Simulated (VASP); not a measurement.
# BaTiO3 (P4mm) in VASP: notebook

Runs on BaTiO3. Level: PBE+U. Tasks: single point.

Program: VASP 6.6.1. These are calculated values, not measurements. Logs are shortened: lines on timing, memory, paths and dates and some standing lists are left out, and cuts for length are marked.

## (1) The cell of the first run

The structure is tetragonal, space group P4mm (No. 99). Conventional cell: a = 4.000 Å, b = 4.000 Å, c = 4.018 Å, α = 90.00°, β = 90.00°, γ = 90.00°. Within 3.7 Å of Ba (site symmetry 4mm) lie 12 O at 2.79 to 2.88 Å and 8 Ti at 3.45 to 3.49 Å. Ti (site symmetry 4mm) has 6 O at 1.89 to 2.13 Å within 2.5 Å. O (site symmetry 4mm) has 2 Ti at 1.89 to 2.13 Å within 2.5 Å. O (site symmetry 2mm) has 2 Ti at 2.00 Å within 2.7 Å.

## (2) Single point, PBE+U

Contents of INCAR:

```
  PREC = Accurate
  ENCUT = 520
  EDIFF = 1E-6
  ISMEAR = -1
  SIGMA = 0.05
  LREAL = False
  LASPH = True
  NELM = 150
  ALGO = Normal
  ISIF = 2
  LWAVE = False
  LCHARG = True
  LMAXMIX = 4
  LDAU = True
  LDAUTYPE = 2
  LDAUL = -1 2 -1
  LDAUU = 0 1 0
  LDAUJ = 0 0 0
  LDAUPRINT = 1
  GGA = PE
  LELF = True
  LVHAR = True
  NBANDS = 28
```

Contents of KPOINTS:

```
regular mesh
0
Gamma
  4 4 4
```

Contents of POSCAR:

```
BaTiO3
1.0
    3.9998000000      0.0000000000      0.0000000000
    0.0000000000      3.9998000000      0.0000000000
    0.0000000000      0.0000000000      4.0180000000
Ba Ti O
1 1 3
Direct
    0.0000000000      0.0000000000      0.0000000000
    0.5000000000      0.5000000000      0.4900000000
    0.5000000000      0.5000000000      0.0190000000
    0.5000000000      0.0000000000      0.5170000000
    0.0000000000      0.5000000000      0.5170000000
```

Potentials or basis: VASP PAW PBE potentials, release 64 (Ba_sv, Ti_sv, O).

The run is started by

```sh
$ cat potpaw_PBE.64/Ba_sv/POTCAR potpaw_PBE.64/Ti_sv/POTCAR potpaw_PBE.64/O/POTCAR > POTCAR
$ mpirun -np 1 vasp_std > vasp.out
```

OUTCAR:

```text
PREC = Accurate
   ENCUT = 520
   EDIFF = 1E-6
   ISMEAR = -1
   LREAL = False
   LASPH = True
   NELM = 150
   ISIF = 2
   GGA = PE

 ion  position               nearest neighbor table
   1  0.000  0.000  0.000-   4 2.79   5 2.79   5 2.79   4 2.79   3 2.83   3 2.83   3 2.83   3 2.83
                             4 2.88   5 2.88   5 2.88   4 2.88   2 3.45   2 3.45   2 3.45   2 3.45
   2  0.500  0.500  0.490-   3 1.89   4 2.00   5 2.00   4 2.00   5 2.00   3 2.13   1 3.45   1 3.45
                             1 3.45   1 3.45   1 3.49   1 3.49   1 3.49   1 3.49
   3  0.500  0.500  0.019-   2 1.89   2 2.13   1 2.83   1 2.83   1 2.83   1 2.83
   4  0.500  0.000  0.517-   2 2.00   2 2.00   1 2.79   1 2.79   1 2.88   1 2.88
   5  0.000  0.500  0.517-   2 2.00   2 2.00   1 2.79   1 2.79   1 2.88   1 2.88

  LATTYP: Found a simple tetragonal cell.
 ALAT       =     3.9998000000
 C/A-ratio  =     1.0045502275

  Lattice vectors:

 A1 = (   3.9998000000,   0.0000000000,   0.0000000000)
 A2 = (   0.0000000000,   3.9998000000,   0.0000000000)
 A3 = (   0.0000000000,   0.0000000000,   4.0180000000)

Analysis of symmetry for initial positions (statically):
=====================================================================
 Subroutine PRICEL returns:
 Original cell was already a primitive cell.

 Routine SETGRP: Setting up the symmetry group for a
 simple tetragonal supercell.

 Subroutine GETGRP returns: Found  8 space group operations
 (whereof  8 operations were pure point group operations)
 out of a pool of 16 trial point group operations.

The static configuration has the point symmetry C_4v.

Analysis of symmetry for dynamics (positions and initial velocities):
=====================================================================
 Subroutine PRICEL returns:
 Original cell was already a primitive cell.

 Routine SETGRP: Setting up the symmetry group for a
 simple tetragonal supercell.

 Subroutine GETGRP returns: Found  8 space group operations
 (whereof  8 operations were pure point group operations)
 out of a pool of 16 trial point group operations.

The dynamic configuration has the point symmetry C_4v.

 Subroutine INISYM returns: Found  8 space group operations
 (whereof  8 operations are pure point group operations),
 and found     1 'primitive' translations

----------------------------------------------------------------------------------------

                                     Primitive cell

  volume of cell :      64.2816

  direct lattice vectors                    reciprocal lattice vectors
     3.999800000  0.000000000  0.000000000     0.250012501  0.000000000  0.000000000
     0.000000000  3.999800000  0.000000000     0.000000000  0.250012501  0.000000000
     0.000000000  0.000000000  4.018000000     0.000000000  0.000000000  0.248880040

  length of vectors
     3.999800000  3.999800000  4.018000000     0.250012501  0.250012501  0.248880040

  position of ions in fractional coordinates (direct lattice)
     0.000000000  0.000000000  0.000000000
     0.500000000  0.500000000  0.490000000
     0.500000000  0.500000000  0.019000000
     0.500000000  0.000000000  0.517000000
     0.000000000  0.500000000  0.517000000

  ion indices of the primitive-cell ions
   primitive index   ion index
                 1           1
                 2           2
                 3           3
                 4           4
                 5           5

----------------------------------------------------------------------------------------

 KPOINTS: regular mesh

Automatic generation of k-mesh.
 Grid dimensions read from file:
 generate k-points for:    4    4    4
[... 46 lines left out ...]
   NGXF,Y,Z  is equivalent  to a cutoff of  24.94, 24.94, 24.83 a.u.
 SYSTEM =  unknown system
   PREC   = accura    normal or accurate (medium, high low for compatibility)
   ISTART =      0    job   : 0-new  1-cont  2-samecut
   ICHARG =      2    charge: 1-file 2-atom 10-const
   ISPIN  =      1    spin polarized calculation?
   LNONCOLLINEAR =      F non collinear calculations
   LSORBIT =      F    spin-orbit coupling
   LASPH  =      T    aspherical Exc in radial PAW
   ENCUT  =  520.0 eV  38.22 Ry    6.18 a.u.   7.44  7.44  7.47*2*pi/ulx,y,z
   NELM   =    150;   NELMIN=  2; NELMDL= -5     # of ELM steps
   EDIFF  = 0.1E-05   stopping-criterion for ELM
   LREAL  =      F    real-space projection
   EDIFFG = 0.1E-04   stopping-criterion for IOM
   NSW    =      0    number of steps for IOM
   IBRION =     -1    ionic relax: 0-MD 1-quasi-New 2-CG
   NFREE  =      0    steps in history (QN), initial steepest desc. (CG)
   ISIF   =      2    stress and relaxation
   ISYM   =      2    0-nonsym 1-usesym 2-fastsym
   POTIM  = 0.5000    time-step for ionic-motion
   TEBEG  =    0.0;   TEEND  =   0.0 temperature during run
   PSTRESS=    0.0 pullay stress
   NELECT =      40.0000    total number of electrons
   NUPDOWN=      -1.0000    fix difference up-down
   EMIN   =  10.00;   EMAX   =-10.00  energy-range for DOS
   EFERMI =   0.00;   METHOD = LEGACY
   ISMEAR =    -1;   SIGMA  =   0.05  broadening in eV -4-tet -1-fermi 0-gaus
   EFERMI_NEDOS =   21; number of points for ismear=-14 and -15
   IALGO  =     38    algorithm
   IMIX   =      4    mixing-type and parameters
     AMIX     =   0.40;   BMIX     =  1.00
     AMIX_MAG =   1.60;   BMIX_MAG =  1.00
  volume/ion in A,a.u.               =      12.86        86.76
  Fermi-wavevector in a.u.,A,eV,Ry     =   1.397653  2.641181 26.578078  1.953434
  Thomas-Fermi vector in A             =   2.520888
   LORBIT       =      0    0 simple, 1 ext, 2 COOP (PROOUT), +10 PAW based schemes
 LDA+U is selected, type is set to LDAUTYPE =  2
   angular momentum for each species LDAUL =    -1    2   -1
   U (eV)           for each species LDAUU =   0.0  1.0  0.0
   J (eV)           for each species LDAUJ =   0.0  0.0  0.0
   GGA     = PE    functional components
   LHFCALC =     F    Hartree Fock is set to
   AEXX    =    0.0000 exact exchange contribution
   IVDW    =     0    specifies the selected vdW correction
   LEPSILON=     F    determine dielectric tensor
   LRPA    =     F    only Hartree local field effects (RPA)
 non-spin polarized calculation
  energy-cutoff  :      520.00
  volume of cell :       64.28
 maximum number of plane-waves:      1755
 NGX is ok and might be reduce to    30
   NGX = 15   NGY = 15   NGZ = 15

atom =   2  type =  2  l = 2

 onsite density matrix

spin component  1

  0.1170  0.0000  0.0000 -0.0000 -0.0000
  0.0000  0.1242  0.0000 -0.0000  0.0000
  0.0000  0.0000  0.2484  0.0000 -0.0000
 -0.0000 -0.0000  0.0000  0.1242  0.0000
 -0.0000  0.0000 -0.0000  0.0000  0.2406

spin component  2

  0.1170  0.0000  0.0000 -0.0000 -0.0000
  0.0000  0.1242  0.0000 -0.0000  0.0000
  0.0000  0.0000  0.2484  0.0000 -0.0000
 -0.0000 -0.0000  0.0000  0.1242  0.0000
 -0.0000  0.0000 -0.0000  0.0000  0.2406

 occupancies and eigenvectors

  o =  0.1170  v =  1.0000  0.0000  0.0000  0.0000  0.0000  0.0000  0.0000  0.0000  0.0000  0.0000      0.0000  0.0000  0.0000  0.0000  0.0000  0.0000  0.0000  0.0000  0.0000  0.0000
  o =  0.1170  v =  0.0000  0.0000  0.0000  0.0000  0.0000  1.0000  0.0000  0.0000  0.0000  0.0000      0.0000  0.0000  0.0000  0.0000  0.0000  0.0000  0.0000  0.0000  0.0000  0.0000
  o =  0.1242  v =  0.0000 -0.1252  0.0000 -0.9921 -0.0000  0.0000  0.0000  0.0000  0.0000  0.0000      0.0000  0.0000  0.0000  0.0000  0.0000  0.0000  0.0000  0.0000  0.0000  0.0000
  o =  0.1242  v =  0.0000  0.0000  0.0000  0.0000  0.0000  0.0000 -0.1252  0.0000 -0.9921 -0.0000      0.0000  0.0000  0.0000  0.0000  0.0000  0.0000  0.0000  0.0000  0.0000  0.0000
  o =  0.1242  v =  0.0000 -0.9921 -0.0000  0.1252  0.0000  0.0000  0.0000  0.0000  0.0000  0.0000      0.0000  0.0000  0.0000  0.0000  0.0000  0.0000  0.0000  0.0000  0.0000  0.0000
  o =  0.1242  v =  0.0000  0.0000  0.0000  0.0000  0.0000  0.0000 -0.9921 -0.0000  0.1252  0.0000      0.0000  0.0000  0.0000  0.0000  0.0000  0.0000  0.0000  0.0000  0.0000  0.0000
  o =  0.2406  v =  0.0000  0.0000  0.0000  0.0000  1.0000  0.0000  0.0000  0.0000  0.0000  0.0000      0.0000  0.0000  0.0000  0.0000  0.0000  0.0000  0.0000  0.0000  0.0000  0.0000
  o =  0.2406  v =  0.0000  0.0000  0.0000  0.0000  0.0000  0.0000  0.0000  0.0000  0.0000  1.0000      0.0000  0.0000  0.0000  0.0000  0.0000  0.0000  0.0000  0.0000  0.0000  0.0000
  o =  0.2484  v =  0.0000  0.0000  0.0000  0.0000  0.0000  0.0000  0.0000  1.0000  0.0000 -0.0000      0.0000  0.0000  0.0000  0.0000  0.0000  0.0000  0.0000  0.0000  0.0000  0.0000
  o =  0.2484  v =  0.0000  0.0000  1.0000  0.0000 -0.0000  0.0000  0.0000  0.0000  0.0000  0.0000      0.0000  0.0000  0.0000  0.0000  0.0000  0.0000  0.0000  0.0000  0.0000  0.0000

 number of electron      39.9999977 magnetization

 Free energy of the ion-electron system (eV)
  ---------------------------------------------------
  ext. energy  EPLUGINS =         0.00000000
  ---------------------------------------------------
  free energy    TOTEN  =       -39.27513462 eV

  energy without entropy =      -39.27513462  energy(sigma->0) =      -39.27513462

 E-fermi :   4.8374     XC(G=0): -11.2442

 val. band max:        3.8838503947   @ k =   0.5000   0.5000   0.5000
 cond. band min:       5.7562298659   @ k =   0.0000   0.0000   0.0000
 fundamental gap:      1.8723794712
 Fermi energy:         4.8373888870

 k-point     1 :       0.0000    0.0000    0.0000
  band No.  band energies     occupation
      1     -53.0020      2.00000
      2     -29.2280      2.00000
      3     -29.2006      2.00000
      4     -29.2006      2.00000
      5     -20.9791      2.00000
      6     -13.0535      2.00000
[... 547 lines left out ...]
     27      11.4851      0.00000
     28      11.6635      0.00000

------------------------ aborting loop because EDIFF is reached ----------------------------------------

  FORCE on cell =-STRESS in cart. coord.  units (eV):
  Direction    XX          YY          ZZ          XY          YZ          ZX
  --------------------------------------------------------------------------------------
  -------------------------------------------------------------------------------------
  Total        1.8899036      1.8899036      2.3198017      0.0000000      0.0000000      0.0000000
  in kB       47.1046470     47.1046470     57.8195840      0.0000000      0.0000000      0.0000000
  external PRESSURE =      50.6762926 kB  Pullay stress =       0.0000000 kB

 VOLUME and BASIS-vectors are now :
 -----------------------------------------------------------------------------
  energy-cutoff  :      520.00
  volume of cell :       64.28
      direct lattice vectors                 reciprocal lattice vectors
     3.999800000  0.000000000  0.000000000     0.250012501  0.000000000  0.000000000
     0.000000000  3.999800000  0.000000000     0.000000000  0.250012501  0.000000000
     0.000000000  0.000000000  4.018000000     0.000000000  0.000000000  0.248880040

 POSITION                                       TOTAL-FORCE (eV/Angst)
 -----------------------------------------------------------------------------------
      0.00000      0.00000      0.00000         0.000000     -0.000000      0.070233
      1.99990      1.99990      1.96882         0.000000     -0.000000     -0.048932
      1.99990      1.99990      0.07634         0.000000      0.000000      0.169361
      1.99990      0.00000      2.07731         0.000000     -0.000000     -0.095331
      0.00000      1.99990      2.07731        -0.000000      0.000000     -0.095331
 -----------------------------------------------------------------------------------
    total drift:                                0.000000      0.000000      0.000356

  FREE ENERGIE OF THE ION-ELECTRON SYSTEM (eV)
  ---------------------------------------------------
  free  energy   TOTEN  =       -39.2751346211 eV

  energy  without entropy=      -39.2751346201  energy(sigma->0) =      -39.27513462
```

Wall time 45 s (1 thread of Intel Xeon Platinum 8175M at 2.50GHz (Skylake/Cascade Lake), shared host); peak memory 0.18 GiB.

Results:

| Quantity | Value |
| --- | --- |
| Free energy | -39.2751 eV |
| Pressure | 5.1 GPa |
| Largest force | 0.169 eV/Å |
| Band gap on the k mesh | 1.87 eV, indirect (least direct gap 2.17 eV) |

Forces on the atoms (eV/Å):
```
Ba   0.000  0.000  0.070
Ti   0.000  0.000 -0.049
O    0.000  0.000  0.169
O    0.000  0.000 -0.095
O    0.000  0.000 -0.095
```

Levels at points of the mesh, in eV from the valence-band top:
| k point | band 17 | band 18 | band 19 | band 20 | band 21 | band 22 | band 23 | band 24 |
| --- | --- | --- | --- | --- | --- | --- | --- | --- |
| (0.00, 0.00, 0.00) | -1.14 | -0.31 | -0.30 | -0.30 | 1.87 | 2.07 | 2.07 | 3.96 |
| (0.50, 0.00, 0.00) | -1.81 | -1.72 | -0.95 | -0.86 | 2.22 | 3.58 | 3.61 | 4.01 |
| (0.50, 0.50, 0.00) | -1.80 | -0.98 | -0.98 | -0.09 | 3.62 | 3.62 | 4.02 | 4.67 |
| (0.00, 0.00, 0.50) | -1.92 | -1.92 | -0.72 | -0.72 | 2.04 | 3.63 | 3.63 | 3.96 |
| (0.50, 0.00, 0.50) | -1.76 | -0.91 | -0.89 | -0.17 | 3.60 | 3.65 | 4.00 | 4.79 |
| (0.50, 0.50, 0.50) | -2.40 | -0.08 | -0.08 | 0.00 | 4.24 | 4.24 | 4.25 | 6.52 |

Eigenvalues of the final occupation matrices:
```tsv
site	spin	trace	eigenvalues
site 2 d	1	0.85	0.12 0.12 0.12 0.24 0.25
site 2 d	2	0.85	0.12 0.12 0.12 0.24 0.25
```

Caveat: spin-orbit coupling is left out, which moves the levels of the heavy elements. A k mesh can miss the band edges.

[end of part 1 of 2]
